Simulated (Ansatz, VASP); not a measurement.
**Two plane-wave programs on Eu**

The input INCAR:

```
PREC = Accurate
ENCUT = 520
EDIFF = 1E-6
ISMEAR = -1
SIGMA = 0.05
LREAL = F
LASPH = T
NELM = 150
ALGO = Fast
ISIF = 2
LWAVE = F
LCHARG = T
ISPIN = 2
MAGMOM = 7
LORBIT = 11
LMAXMIX = 6
GGA = PE
LELF = T
LVHAR = T
NBANDS = 18
```

The input KPOINTS:

```
Automatic mesh
0
Gamma
  8 8 8
```

The input POSCAR:

```
Eu
1.0
   -2.3481683300      2.3481683300      2.3481683300
    2.3481683300     -2.3481683300      2.3481683300
    2.3481683300      2.3481683300     -2.3481683300
Eu
1
Direct
    0.0000000000      0.0000000000      0.0000000000
```

input.yaml

```yaml
crystal:
  lattice:
    - [-2.34816833, 2.34816833, 2.34816833]
    - [2.34816833, -2.34816833, 2.34816833]
    - [2.34816833, 2.34816833, -2.34816833]
  atoms:
    - { symbol: Eu, position: [0.0, 0.0, 0.0], spin: 7.0 }
hamiltonian:
  xc: pbe
  pseudopotentials: { kind: paw }
magnetization:
  spin_polarized: true
kpoints:
  mp_grid: { grid: [8, 8, 8] }
scf:
  occupations: { method: fermi_dirac, width: 0.05 }
output:
  forces: true
  stress: true
  eigenvalues: true
  write_density: true
  write_potential: true
  elf: true
  volumetric_format: npy
```

Alike in both runs: task single point; functional PBE; k mesh 8 × 8 × 8; occupations fermi-dirac, width 0.05 eV; collinear spin.

|  | VASP | Ansatz |
| --- | --- | --- |
| version | VASP 6.6.1 | Ansatz 0.2.0 |
| potentials or method | VASP PAW PBE potentials, release 64 (Eu) | Ansatz PAW |
| plane-wave cutoff (eV) | 520 | 420 |
| valence electrons in the cell | 17 | 17 |

|  | VASP | Ansatz | Ansatz less VASP |
| --- | --- | --- | --- |
| gap on the k mesh at the Fermi level (eV) | none | none | - |
| pressure (GPa) | -2.3 | -2.0 | +0.31 |
| net moment per atom (μB) | 7.40 | 7.40 | +0.002 |
| size of the moment on the site where the two differ most (μB) | 6.71 | 7.12 | +0.407 |

Site moments also hang on the region over which each program counts them. A gap of «none» marks a metal or a gap that the smearing closes.

Spin-orbit coupling is off throughout.
